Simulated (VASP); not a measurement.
A run of VASP 6.6.1:

File INCAR:

```
SYSTEM = Sb
ALGO = Normal
EDIFF = 1E-6
ENCUT = 520
GGA = PE
ISIF = 2
ISMEAR = 0
LASPH = .TRUE.
LCHARG = .TRUE.
LELF = .TRUE.
LREAL = .FALSE.
LVHAR = .TRUE.
LWAVE = .FALSE.
NBANDS = 12
NELM = 100
PREC = Accurate
SIGMA = 0.1
```

The input KPOINTS:

```
k-points
0
G
  18 18 18
  0 0 0
```

File POSCAR:

```
Sb
1.0
   -3.0353258917      3.0353258917      1.6011569676
    3.0353258917     -3.0353258917      1.6011569676
    3.0353258917      3.0353258917     -1.6011569676
Sb
2
Direct
    0.0000000000      0.0000000000      0.0000000000
    0.7500000000      0.2500000000      0.5000000000
```

Potentials or basis: VASP PAW PBE potentials, release 64 (Sb).

Launch:

```sh
$ cat potpaw_PBE.64/Sb/POTCAR > POTCAR
$ mpirun -np 1 vasp_std > vasp.out
```

Hardware: 1 thread of Intel Xeon 8259CL (shared host).

Question: How long does it take, and how much memory?

Answer: Run time: 4.6 min on 1 thread of Intel Xeon 8259CL, on a shared host, peak memory 0.43 GiB. Counts: scf iterations 10, k points 480.
